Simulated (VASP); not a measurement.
Set up this calculation in VASP 6.6.1, as the native input.

| Item | Value |
| --- | --- |
| Task | single point |
| Functional | r2SCAN |
| Potentials or basis | VASP PAW PBE potentials, release 64 (Hf_pv, O) |
| Cutoff | 520 eV |
| k mesh | 6 × 6 × 6 |
| Occupations | gaussian, width 0.01 eV |
| Spin | no spin polarisation |
| Dipole correction | no |
| Further INCAR settings | ALGO = Normal; EDIFF = 1e-06; NBANDS = 56 |

The system is HfO2.

```
Hf O
1.0
     5.22890    0.00000    0.00000
     0.00000    5.01791    0.00000
     0.00000    0.00000    5.04223
Hf O
4 8
Direct
  0.02796 0.26492 0.23662
  0.47204 0.26492 0.73662
  0.52796 0.73508 0.23662
  0.97204 0.73508 0.73662
  0.35795 0.06929 0.38259
  0.14205 0.06929 0.88259
  0.74401 0.45739 0.49380
  0.75599 0.45739 0.99380
  0.25599 0.54261 0.99380
  0.24401 0.54261 0.49380
  0.85795 0.93071 0.38259
  0.64205 0.93071 0.88259
```

This cell differs from its parent crystal: atoms displaced along a vibrational mode.

These files were run (other wordings do the same):

POSCAR

```
HfO2
1.0
    5.2288996059      0.0000000000      0.0000000000
    0.0000000000      5.0179112798      0.0000000000
    0.0000000000      0.0000000000      5.0422344741
Hf O
4 8
Direct
    0.0279627762      0.2649181891      0.2366174549
    0.4720372240      0.2649181891      0.7366174549
    0.5279627762      0.7350818104      0.2366174549
    0.9720372240      0.7350818104      0.7366174549
    0.3579451863      0.0692947600      0.3825851761
    0.1420548140      0.0692947600      0.8825851761
    0.7440141715      0.4573921843      0.4937973689
    0.7559858287      0.4573921843      0.9937973689
    0.2559858287      0.5426078167      0.9937973689
    0.2440141700      0.5426078167      0.4937973689
    0.8579451863      0.9307052395      0.3825851761
    0.6420548140      0.9307052395      0.8825851761
```

INCAR.step1

```
PREC = Accurate ; ENCUT = 520
ISMEAR = 0 ; SIGMA = 0.01
LREAL = False ; LASPH = True
NELM = 60 ; NBANDS = 56
GGA = PE ; ALGO = Normal
EDIFF = 1E-4 ; LWAVE = True
LCHARG = False
```

INCAR.step2

```
PREC = Accurate ; ENCUT = 520
EDIFF = 1E-6 ; ISMEAR = 0
SIGMA = 0.01 ; LREAL = False
LASPH = True ; NELM = 60
ALGO = Normal ; ISIF = 2
LWAVE = False ; LCHARG = False
METAGGA = R2SCAN ; LMIXTAU = True
NBANDS = 56 ; ISTART = 1
```

KPOINTS

```
regular mesh
0
Gamma
  6 6 6
```

Potentials or basis: VASP PAW PBE potentials, release 64 (Hf_pv, O).

The run is started by

```bash
$ cat potpaw_PBE.64/Hf_pv/POTCAR potpaw_PBE.64/O/POTCAR > POTCAR
$ cp INCAR.step1 INCAR
$ mpirun -np 1 vasp_std > vasp.out
$ cp INCAR.step2 INCAR
$ mpirun -np 1 vasp_std > vasp.out
```

It gave:

```
Pressure               : -1.3 GPa
Largest force          : 0.588 eV/Å
Band gap on the k mesh : 4.83 eV (least direct gap 5.22 eV)
```

Caveat: the cell differs from its parent crystal (atoms displaced along a vibrational mode); the PAW data sets were made with another functional, which shifts forces and pressure a little; spin-orbit coupling is left out, which moves the levels of the heavy elements.

Wall time 38 min on 1 thread of Oxide Virtual Turin-like Processor, on a shared host, peak memory 0.46 GiB.
